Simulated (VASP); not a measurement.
A run of VASP 6.6.1:

INCAR

```
SYSTEM = Ru
PREC = Accurate
ENCUT = 520
EDIFF = 1E-6
ISMEAR = 0
SIGMA = 0.15
LREAL = .False.
LASPH = .True.
NELM = 80
ALGO = Fast
ISIF = 2
LWAVE = .False.
LCHARG = .False.
GGA = PE
NBANDS = 21
```

File KPOINTS:

```
regular mesh
0
Gamma
  24 24 14
  0 0 0
```

POSCAR

```
Ru
1.0
    2.5840238363      0.0000000000      0.0000000000
   -1.2920119181      2.2378302863      0.0000000000
    0.0000000000      0.0000000000      4.2967694965
Ru
2
Direct
    0.3333333333      0.6666666667      0.2500000000
    0.6666666667      0.3333333333      0.7500000000
```

Potentials or basis: VASP PAW PBE potentials, release 64 (Ru_pv).

Command:

```console
$ cat potpaw_PBE.64/Ru_pv/POTCAR > POTCAR
$ mpirun -np 1 vasp_std > vasp.out
```

Hardware: 1 thread of AMD EPYC 7R43 64-Core Processor (Zen 3) (shared host).

Problem. How long does it take, and how much memory?

Solution. Wall time 5.6 min on 1 thread of AMD EPYC 7R43 64-Core Processor (Zen 3), with other jobs on the host, peak memory 0.26 GiB. Counts: scf iterations 13, k points 488.
